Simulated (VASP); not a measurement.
# Al6O (P3m1) in VASP: further runs

Runs on Al6O. Level: PBE. Tasks: single point.

Program: VASP 6.6.1. These are calculated values, not measurements. Logs are shortened: lines on timing, memory, paths and dates and some standing lists are left out, and cuts for length are marked.

**1. The cell of the first run**

Symmetry: P3m1, No. 156, trigonal system. The conventional cell has a = 2.867 Å, b = 2.867 Å, c = 14.664 Å, α = 90.00°, β = 90.00°, γ = 120.00°. Al (site symmetry 3m) has 3 O at 1.91 Å within 2.5 Å. Al (site symmetry 3m) has 1 O at 2.05 Å within 2.7 Å. Al (site symmetry 3m) has 12 Al at 2.87 to 2.90 Å within 3.8 Å. Al (site symmetry 3m) has 12 Al at 2.86 to 2.87 Å within 3.8 Å. Al (site symmetry 3m) has 12 Al at 2.86 to 2.87 Å within 3.8 Å. Within 3.7 Å of Al (site symmetry 3m) lie 12 Al at 2.80 to 2.87 Å and 3 O at 3.62 Å. O (site symmetry 3m) has 4 Al at 1.91 to 2.05 Å within 2.5 Å.

**2. Single point, PBE**

Input file INCAR:

```
SYSTEM = Al6O
ALGO = Normal
EDIFF = 1E-6
ENCUT = 520
GGA = PE
ISIF = 2
ISMEAR = 0
LASPH = .True.
LCHARG = .True.
LELF = .True.
LREAL = .False.
LVHAR = .True.
LWAVE = .False.
NBANDS = 21
NELM = 80
PREC = Accurate
SIGMA = 0.2
```

Input file KPOINTS:

```
k-points
0
Gamma
  6 6 2
  0 0 0
```

Input file POSCAR:

```
Al6O
1.0
    2.8671017407      0.0000000000      0.0000000000
   -1.4335508703      2.4829829427      0.0000000000
    0.0000000000      0.0000000000     14.6639764129
Al O
6 1
Direct
    0.3333333333      0.6666666667      0.0685044038
    0.0000000000      0.0000000000      0.8631365314
    0.6666666667      0.3333333333      0.7009437221
    0.0000000000      0.0000000000      0.3818713067
    0.3333333333      0.6666666667      0.5409835804
    0.6666666667      0.3333333333      0.2224546864
    0.0000000000      0.0000000000      0.0031057692
```

Potentials or basis: VASP PAW PBE potentials, release 64 (Al, O).

Launch:

```sh
$ cat potpaw_PBE.64/Al/POTCAR potpaw_PBE.64/O/POTCAR > POTCAR
$ mpirun -np 1 vasp_std > vasp.out
```

OUTCAR:

```text
SYSTEM = Al6O
   EDIFF = 1E-6
   ENCUT = 520
   GGA = PE
   ISIF = 2
   ISMEAR = 0
   LASPH = .True.
   LREAL = .False.
   NELM = 80
   PREC = Accurate

 ion  position               nearest neighbor table
   1  0.333  0.667  0.069-   7 1.91   7 1.91   7 1.91   6 2.80   6 2.80   6 2.80
   2  0.000  0.000  0.863-   7 2.05   3 2.90   3 2.90   3 2.90
   3  0.667  0.333  0.701-   5 2.87   5 2.87   5 2.87   2 2.90   2 2.90   2 2.90
   4  0.000  0.000  0.382-   5 2.86   5 2.86   5 2.86   6 2.86   6 2.86   6 2.86
   5  0.333  0.667  0.541-   4 2.86   4 2.86   4 2.86   3 2.87   3 2.87   3 2.87
   6  0.667  0.333  0.222-   1 2.80   1 2.80   1 2.80   4 2.86   4 2.86   4 2.86
   7  0.000  0.000  0.003-   1 1.91   1 1.91   1 1.91   2 2.05

  LATTYP: Found a hexagonal cell.
 ALAT       =     2.8671017407
 C/A-ratio  =     5.1145643717

  Lattice vectors:

 A1 = (   2.8671017407,   0.0000000000,   0.0000000000)
 A2 = (  -1.4335508703,   2.4829829427,   0.0000000000)
 A3 = (   0.0000000000,   0.0000000000,  14.6639764129)

Analysis of symmetry for initial positions (statically):
=====================================================================
 Subroutine PRICEL returns:
 Original cell was already a primitive cell.

 Routine SETGRP: Setting up the symmetry group for a
 hexagonal supercell.

 Subroutine GETGRP returns: Found  6 space group operations
 (whereof  6 operations were pure point group operations)
 out of a pool of 24 trial point group operations.

The static configuration has the point symmetry C_3v.

Analysis of symmetry for dynamics (positions and initial velocities):
=====================================================================
 Subroutine PRICEL returns:
 Original cell was already a primitive cell.

 Routine SETGRP: Setting up the symmetry group for a
 hexagonal supercell.

 Subroutine GETGRP returns: Found  6 space group operations
 (whereof  6 operations were pure point group operations)
 out of a pool of 24 trial point group operations.

The dynamic configuration has the point symmetry C_3v.

 Subroutine INISYM returns: Found  6 space group operations
 (whereof  6 operations are pure point group operations),
 and found     1 'primitive' translations

----------------------------------------------------------------------------------------

                                     Primitive cell

  volume of cell :     104.3923

  direct lattice vectors                    reciprocal lattice vectors
     2.867101741  0.000000000  0.000000000     0.348784274  0.201370695  0.000000000
    -1.433550870  2.482982943  0.000000000     0.000000000  0.402741389  0.000000000
     0.000000000  0.000000000 14.663976413     0.000000000  0.000000000  0.068194327

  length of vectors
     2.867101741  2.867101741 14.663976413     0.402741389  0.402741389  0.068194327

  position of ions in fractional coordinates (direct lattice)
     0.333333333  0.666666667  0.068504404
     0.000000000  0.000000000  0.863136531
     0.666666667  0.333333333  0.700943722
     0.000000000  0.000000000  0.381871307
     0.333333333  0.666666667  0.540983580
     0.666666667  0.333333333  0.222454686
     0.000000000  0.000000000  0.003105769

  ion indices of the primitive-cell ions
   primitive index   ion index
                 1           1
                 2           2
                 3           3
                 4           4
                 5           5
                 6           6
                 7           7

----------------------------------------------------------------------------------------

 KPOINTS: k-points

Automatic generation of k-mesh.
 Grid dimensions read from file:
 generate k-points for:    6    6    2

 Generating k-lattice:

  Cartesian coordinates                     Fractional coordinates (reciprocal lattice)
     0.058130712  0.033561782  0.000000000     0.166666667 -0.000000000  0.000000000
     0.000000000  0.067123565  0.000000000     0.000000000  0.166666667  0.000000000
     0.000000000  0.000000000  0.034097163     0.000000000  0.000000000  0.500000000

  Length of vectors
     0.067123565  0.067123565  0.034097163

  Shift w.r.t. Gamma in fractional coordinates (k-lattice)
     0.000000000  0.000000000  0.000000000

 Subroutine IBZKPT returns following result:
 ===========================================

 Found     14 irreducible k-points:

 Following reciprocal coordinates:
            Coordinates               Weight
  0.000000  0.000000  0.000000      1.000000
  0.166667  0.000000  0.000000      6.000000
  0.333333  0.000000  0.000000      6.000000
  0.500000  0.000000  0.000000      3.000000
  0.166667  0.166667  0.000000      6.000000
  0.333333  0.166667  0.000000     12.000000
  0.333333  0.333333  0.000000      2.000000
  0.000000  0.000000  0.500000      1.000000
  0.166667  0.000000  0.500000      6.000000
  0.333333  0.000000  0.500000      6.000000
  0.500000  0.000000  0.500000      3.000000
[... 38 lines left out ...]
   IALGO  =     38    algorithm
   IMIX   =      4    mixing-type and parameters
     AMIX     =   0.40;   BMIX     =  1.00
     AMIX_MAG =   1.60;   BMIX_MAG =  1.00
  volume/ion in A,a.u.               =      14.91       100.64
  Fermi-wavevector in a.u.,A,eV,Ry     =   1.002896  1.895198 13.684733  1.005800
  Thomas-Fermi vector in A             =   2.135412
   LORBIT       =      0    0 simple, 1 ext, 2 COOP (PROOUT), +10 PAW based schemes
   GGA     = PE    functional components
   LHFCALC =     F    Hartree Fock is set to
   AEXX    =    0.0000 exact exchange contribution
   IVDW    =     0    specifies the selected vdW correction
   LEPSILON=     F    determine dielectric tensor
   LRPA    =     F    only Hartree local field effects (RPA)
 non-spin polarized calculation
 Gauss-broadening in eV      SIGMA  =   0.20
  energy-cutoff  :      520.00
  volume of cell :      104.39
 maximum number of plane-waves:      2851
 NGX is ok and might be reduce to    24
   NGX = 11   NGY = 11   NGZ = 55

 number of electron      23.9999999 magnetization

 Free energy of the ion-electron system (eV)
  ---------------------------------------------------
  ext. energy  EPLUGINS =         0.00000000
  ---------------------------------------------------
  free energy    TOTEN  =       -31.66609224 eV

  energy without entropy =      -31.60368607  energy(sigma->0) =      -31.63488916

 E-fermi :   8.2107     XC(G=0): -10.3223

 val. band max:        8.1873298806   @ k =   0.3333   0.0000   0.0000
 cond. band min:       8.3045025440   @ k =   0.3333   0.1667   0.5000
 fundamental gap:      0.1171726634
 Fermi energy:         8.2107328914

 k-point     1 :       0.0000    0.0000    0.0000
  band No.  band energies     occupation
      1     -13.7810      2.00000
      2      -2.7922      2.00000
      3      -2.6292      2.00000
      4      -1.2929      2.00000
      5      -1.1450      2.00000
      6       1.3838      2.00000
[... 13 lines left out ...]
     20      19.1248      0.00000
     21      19.1249      0.00000

 k-point     2 :       0.1667    0.0000    0.0000
  band No.  band energies     occupation
      1     -13.5415      2.00000
      2      -2.1602      2.00000
      3      -2.0062      2.00000
      4      -0.7185      2.00000
      5      -0.5506      2.00000
      6       1.5870      2.00000
[... 13 lines left out ...]
     20      16.0749      0.00000
     21      16.4701      0.00000

 k-point     3 :       0.3333    0.0000    0.0000
  band No.  band energies     occupation
      1     -13.0099      2.00000
      2      -0.7088      2.00000
      3      -0.2687      2.00000
      4      -0.0199      2.00000
      5       0.9435      2.00000
      6       1.5723      2.00000
[... 13 lines left out ...]
     20      14.3779      0.00000
     21      14.7716      0.00000
[... 217 lines left out ...]
 k-point    13 :       0.3333    0.1667    0.5000
  band No.  band energies     occupation
      1     -12.7181      2.00000
      2      -0.7505      2.00000
      3       0.5390      2.00000
      4       1.5267      2.00000
      5       1.8978      2.00000
      6       2.4722      2.00000
[... 13 lines left out ...]
     20      12.0073      0.00000
     21      12.3329      0.00000

 k-point    14 :       0.3333    0.3333    0.5000
  band No.  band energies     occupation
      1     -12.5687      2.00000
      2      -0.0344      2.00000
      3       0.0506      2.00000
      4       0.9842      2.00000
      5       4.9613      2.00000
      6       4.9794      2.00000
[... 13 lines left out ...]
     20      11.4277      0.00000
     21      11.5400      0.00000

------------------------ aborting loop because EDIFF is reached ----------------------------------------

  FORCE on cell =-STRESS in cart. coord.  units (eV):
  Direction    XX          YY          ZZ          XY          YZ          ZX
  --------------------------------------------------------------------------------------
  -------------------------------------------------------------------------------------
  Total       -0.0113306     -0.0113306      0.0516500     -0.0000000      0.0000000     -0.0000000
  in kB       -0.1738987     -0.1738987      0.7927065     -0.0000000      0.0000000     -0.0000000
  external PRESSURE =       0.1483030 kB  Pullay stress =       0.0000000 kB

 VOLUME and BASIS-vectors are now :
 -----------------------------------------------------------------------------
  energy-cutoff  :      520.00
  volume of cell :      104.39
      direct lattice vectors                 reciprocal lattice vectors
     2.867101741  0.000000000  0.000000000     0.348784274  0.201370695  0.000000000
    -1.433550870  2.482982943  0.000000000     0.000000000  0.402741389  0.000000000
     0.000000000  0.000000000 14.663976413     0.000000000  0.000000000  0.068194327

 POSITION                                       TOTAL-FORCE (eV/Angst)
 -----------------------------------------------------------------------------------
     -0.00000      1.65532      1.00455         0.000000     -0.000000     -0.005063
      0.00000      0.00000     12.65701         0.000000      0.000000      0.004865
      1.43355      0.82766     10.27862        -0.000000     -0.000000     -0.002812
      0.00000      0.00000      5.59975        -0.000000      0.000000     -0.003100
     -0.00000      1.65532      7.93297        -0.000000     -0.000000     -0.001961
      1.43355      0.82766      3.26207        -0.000000     -0.000000      0.005598
      0.00000      0.00000      0.04554        -0.000000     -0.000000      0.002474
 -----------------------------------------------------------------------------------
    total drift:                               -0.000000      0.000000     -0.000283

  FREE ENERGIE OF THE ION-ELECTRON SYSTEM (eV)
  ---------------------------------------------------
  free  energy   TOTEN  =       -31.6660922428 eV

  energy  without entropy=      -31.6036860700  energy(sigma->0) =      -31.63488916
```

Run time: 18 s. Hardware: 1 thread of Intel Xeon 6975P-C (Granite Rapids), shared host; peak memory 0.23 GiB.

What came out:

* Free energy: -31.6661 eV
* Pressure: 0.0 GPa
* Largest force: 0.006 eV/Å
* Band gap on the k mesh: zero (bands 12 and 13 overlap by 3.71 eV)

Forces on the atoms (eV/Å):
```
Al   0.000  0.000 -0.005
Al   0.000  0.000  0.005
Al   0.000  0.000 -0.003
Al   0.000  0.000 -0.003
Al   0.000  0.000 -0.002
Al   0.000  0.000  0.006
O    0.000  0.000  0.002
```

Stress tensor (GPa, compression positive):
```
-0.02  0.00  0.00
 0.00 -0.02  0.00
 0.00  0.00  0.08
```

Caveat: the k points lie up to 0.42 Å⁻¹ apart, too coarse for converged energies and pressures of a metal.

**3. Single point, PBE**

Input file INCAR:

```
ALGO = Normal
EDIFF = 1E-6
ENCUT = 520
GGA = PE
ISIF = 2
ISMEAR = 0
LASPH = T
LCHARG = F
LREAL = F
LWAVE = F
NBANDS = 21
NELM = 100
PREC = Accurate
SIGMA = 0.1
```

Input file KPOINTS:

```
k-points
0
Gamma
  12 12 2
```

Input file POSCAR:

```
Al6O
1.0
    2.8863947398      0.0000000000      0.0000000000
   -1.4431973699      2.4996911700      0.0000000000
    0.0000000000      0.0000000000     14.4880401722
Al O
6 1
Direct
    0.3333333333      0.6666666667      0.0694555379
    0.0000000000      0.0000000000      0.8617927624
    0.6666666667      0.3333333333      0.6992125218
    0.0000000000      0.0000000000      0.3815549177
    0.3333333333      0.6666666667      0.5407892922
    0.6666666667      0.3333333333      0.2240928845
    0.0000000000      0.0000000000      0.0041020835
```

Potentials or basis: VASP PAW PBE potentials, release 64 (Al, O).

Launch:

```sh
$ cat potpaw_PBE.64/Al/POTCAR potpaw_PBE.64/O/POTCAR > POTCAR
$ mpirun -np 1 vasp_std > vasp.out
```

Wall time 34 s (1 thread of Intel Xeon 6975P-C (Granite Rapids), shared host); peak memory 0.26 GiB.

It converged, with:

```yaml
Free_energy: -31.5584 eV
Pressure: -0.1 GPa
Largest_force: 0.006 eV/Å
Band_gap_on_the_k_mesh: zero (bands 12 and 13 overlap by 4.05 eV)
```

Forces on the atoms (eV/Å):
```
Al   0.000  0.000 -0.002
Al   0.000  0.000  0.006
Al   0.000  0.000 -0.002
Al   0.000  0.000  0.000
Al   0.000  0.000  0.000
Al   0.000  0.000  0.002
O    0.000  0.000 -0.002
```

Stress tensor (GPa, compression positive):
```
-0.02  0.00  0.00
 0.00 -0.02  0.00
 0.00  0.00 -0.11
```

Levels at points of the mesh, in eV from the Fermi level:
| k point | band 10 | band 11 | band 12 | band 13 | band 14 | band 15 |
| --- | --- | --- | --- | --- | --- | --- |
| (0.00, 0.00, 0.00) | -2.92 | -1.88 | 2.01 | 2.68 | 6.16 | 7.88 |
| (0.50, 0.00, 0.00) | -3.47 | -2.89 | -1.53 | -0.69 | -0.40 | 0.99 |
| (0.00, 0.00, 0.50) | -4.17 | -0.57 | 0.50 | 4.30 | 4.94 | 8.63 |
| (0.50, 0.00, 0.50) | -3.38 | -2.41 | -2.08 | -0.85 | 0.00 | 1.32 |

**4. Single point, PBE**

Input file INCAR:

```
SYSTEM = Al6O
ALGO     = Normal         ! electronic algorithm
EDIFF    = 1E-6           ! SCF threshold, eV
ENCUT    = 520            ! plane-wave cutoff, eV
GGA      = PE             ! functional
ISIF     = 2              ! what is computed and relaxed
ISMEAR   = 0              ! smearing method
LASPH    = .TRUE.         ! aspherical terms in the spheres
LCHARG   = .FALSE.        ! write CHGCAR
LREAL    = .FALSE.        ! projectors in reciprocal space
LWAVE    = .FALSE.        ! write WAVECAR
NBANDS   = 21             ! bands
NELM     = 80             ! most SCF steps
PREC     = Accurate       ! precision mode
SIGMA    = 0.2            ! smearing width, eV
```

Input file KPOINTS:

```
k-points
0
G
  12 12 2
  0 0 0
```

Changes to POSCAR since step 3:

```diff
@@ -14,2 +14,2 @@
     0.6666666667      0.3333333333      0.2240928845
-    0.0000000000      0.0000000000      0.0041020835
+    1.0000000000      0.0000000000      0.0041020835
```

Launch:

```sh
$ cat potpaw_PBE.64/Al/POTCAR potpaw_PBE.64/O/POTCAR > POTCAR
$ mpirun -np 1 vasp_std > vasp.out
```

It took 34 s on 1 thread of Intel Xeon 6975P-C (Granite Rapids), shared host; peak memory 0.26 GiB.

Results (log left out):

| Property | Result |
| --- | --- |
| Free energy | -31.5788 eV |
| Pressure | -0.1 GPa |
| Largest force | 0.020 eV/Å |
| Band gap on the k mesh | zero (bands 12 and 13 overlap by 4.06 eV) |

Forces on the atoms (eV/Å):
```
Al   0.000  0.000 -0.015
Al   0.000  0.000  0.020
Al   0.000  0.000 -0.006
Al   0.000  0.000 -0.004
Al   0.000  0.000  0.009
Al   0.000  0.000  0.007
O    0.000  0.000 -0.010
```

Stress tensor (GPa, compression positive):
```
-0.19  0.00  0.00
 0.00 -0.19  0.00
 0.00  0.00  0.15
```

Levels at points of the mesh, in eV from the Fermi level:
```
           k point  band 8  band 9  band 10  band 11  band 12  band 13  band 14  band 15
(0.00, 0.00, 0.00)   -5.11   -5.11    -2.90    -1.86     2.02     2.70     6.18     7.89
(0.50, 0.00, 0.00)   -4.37   -3.64    -3.46    -2.88    -1.51    -0.68    -0.38     1.00
(0.00, 0.00, 0.50)   -5.11   -4.97    -4.16    -0.55     0.52     4.32     4.95     8.64
(0.50, 0.00, 0.50)   -4.44   -3.84    -3.37    -2.40    -2.07    -0.84     0.01     1.33
```

**5. Single point, PBE**

Input file INCAR:

```
SYSTEM = Al6O
PREC = Accurate
ENCUT = 520
EDIFF = 1E-6
ISMEAR = 0
SIGMA = 0.1
LREAL = .FALSE.
LASPH = .TRUE.
NELM = 80
ALGO = Normal
ISIF = 2
LWAVE = .FALSE.
LCHARG = .FALSE.
GGA = PE
NBANDS = 21
```

Input file KPOINTS:

```
Automatic mesh
0
G
  12 12 2
  0 0 0
```

Changes to POSCAR since step 4:

```diff
@@ -14,2 +14,2 @@
     0.6666666667      0.3333333333      0.2240928845
-    1.0000000000      0.0000000000      0.0041020835
+    0.0000000000      0.0000000000      0.0041020835
```

Launch:

```sh
$ cat potpaw_PBE.64/Al/POTCAR potpaw_PBE.64/O/POTCAR > POTCAR
$ mpirun -np 1 vasp_std > vasp.out
```

Run time: 34 s. Hardware: 1 thread of Intel Xeon 6975P-C (Granite Rapids), shared host; peak memory 0.26 GiB.

The run converged. Its results:

```
Free energy            : -31.5584 eV
Pressure               : -0.1 GPa
Largest force          : 0.006 eV/Å
Band gap on the k mesh : zero (bands 12 and 13 overlap by 4.05 eV)
```

Forces on the atoms (eV/Å):
```
Al   0.000  0.000 -0.002
Al   0.000  0.000  0.006
Al   0.000  0.000 -0.002
Al   0.000  0.000  0.000
Al   0.000  0.000  0.000
Al   0.000  0.000  0.002
O    0.000  0.000 -0.002
```

Stress tensor (GPa, compression positive):
```
-0.02  0.00  0.00
 0.00 -0.02  0.00
 0.00  0.00 -0.11
```

Levels at points of the mesh, in eV from the Fermi level:
| k point | band 8 | band 9 | band 10 | band 11 | band 12 | band 13 | band 14 | band 15 | band 16 | band 17 |
| --- | --- | --- | --- | --- | --- | --- | --- | --- | --- | --- |
| (0.00, 0.00, 0.00) | -5.14 | -5.14 | -2.92 | -1.88 | 2.01 | 2.68 | 6.16 | 7.88 | 10.03 | 10.03 |
| (0.50, 0.00, 0.00) | -4.38 | -3.65 | -3.47 | -2.89 | -1.53 | -0.69 | -0.40 | 0.99 | 2.12 | 3.17 |
| (0.00, 0.00, 0.50) | -5.14 | -4.98 | -4.17 | -0.57 | 0.50 | 4.30 | 4.94 | 8.63 | 10.04 | 10.04 |
| (0.50, 0.00, 0.50) | -4.45 | -3.85 | -3.38 | -2.41 | -2.08 | -0.85 | 0.00 | 1.32 | 1.65 | 3.05 |

**6. Overview**

| cell | k mesh | smearing | gap on the mesh (eV) | pressure (GPa) | largest force (eV/Å) |
| --- | --- | --- | --- | --- | --- |
| a = 2.867, b = 2.867, c = 14.664 Å, angles 90.0, 90.0, 120.0°, 7 atoms, atomic positions A | 6 × 6 × 2 | gaussian 0.2 eV | none | 0.0 | 0.01 |
| a = 2.886, b = 2.886, c = 14.488 Å, angles 90.0, 90.0, 120.0°, 7 atoms, atomic positions B | 12 × 12 × 2 | gaussian 0.1 eV | none | -0.1 | 0.01 |
| a = 2.886, b = 2.886, c = 14.488 Å, angles 90.0, 90.0, 120.0°, 7 atoms, atomic positions B | 12 × 12 × 2 | gaussian 0.2 eV | none | -0.1 | 0.02 |

Alike in all rows: task single point; level PBE; potentials or basis VASP PAW PBE potentials, release 64 (Al, O); no spin polarisation; cutoff (eV) 520.

Caveats: some runs use coarse meshes.

Absolute energies hang on the potentials; compare differences alone.

The gap in the log of VASP goes by the Fermi energy; the results here count the filled bands.